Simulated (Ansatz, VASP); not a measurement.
Two plane-wave programs on I

The input INCAR:

```
PREC = Accurate ; ENCUT = 600
EDIFF = 1E-6 ; ISMEAR = 0
SIGMA = 0.1 ; LREAL = False
LASPH = True ; NELM = 100
ALGO = Normal ; ISIF = 3
LWAVE = False ; LCHARG = False
GGA = PE ; IBRION = 2
NSW = 90 ; EDIFFG = -0.04
```

Contents of KPOINTS:

```
regular mesh
0
Gamma
  4 4 4
```

Contents of POSCAR:

```
I
1.0
    0.0000000000      4.1615874656      6.1167771057
    3.2348388453      0.0000000000      6.1167771057
    3.2348388453      4.1615874656      0.0000000000
I
3
Direct
    0.0000000000      0.5000000000      0.0000000000
    0.5000000000      0.0000000000      0.5000000000
    0.0623300000      0.0623300000      0.9376700000
```

Input for Ansatz:

```yaml
crystal:
  lattice:
    - [0.0, 4.1615874656, 6.1167771057]
    - [3.2348388453, 0.0, 6.1167771057]
    - [3.2348388453, 4.1615874656, 0.0]
  atoms:
    - { symbol: I, position: [0.0, 0.5, 0.0] }
    - { symbol: I, position: [0.5, 0.0, 0.5] }
    - { symbol: I, position: [0.06233, 0.06233, 0.93767] }
basis:
  ecutwfc: 420
kpoints:
  mp_grid: { grid: [4, 4, 4] }
hamiltonian:
  xc: pbe
scf:
  occupations: { method: gaussian, width: 0.1 }
  lower_state_search: "off"
output:
  forces: true
  stress: true
  eigenvalues: true
relax:
  adjacent_minimum: "off"
  f_tol: 0.04
  max_steps: 70
  cell: { stress_tol: 0.4 }
```

Alike in both runs: task relaxation of cell and atoms; functional PBE; k mesh 4 × 4 × 4; occupations gaussian, width 0.1 eV; no spin polarisation.

|  | VASP | Ansatz |
| --- | --- | --- |
| version | VASP 6.6.1 | Ansatz 0.2.0 |
| potentials or method | VASP PAW PBE potentials, release 64 (I), cutoff 600 eV | scalar-relativistic, plane waves, PAW |
| valence electrons in the cell | 21 | 51 |

```csv
,VASP,Ansatz,Ansatz less VASP
"gap on the k mesh at the Fermi level, each at its own relaxed structure (eV)",none,none,-
relaxed volume (Å³/atom),59.58,58.24,-1.338
relaxed cell length with the largest relative difference (Å),6.526,7.727,+1.2006
```

A gap of «none» marks a metal or a gap that the smearing closes. One of these differences is far larger than is usual between the two programs; its cause wasn't traced. VASP's potentials hold 21 valence electrons a cell and Ansatz's 51, so a difference there can come from the potentials and not from the codes.

Neither program's run includes spin-orbit coupling.
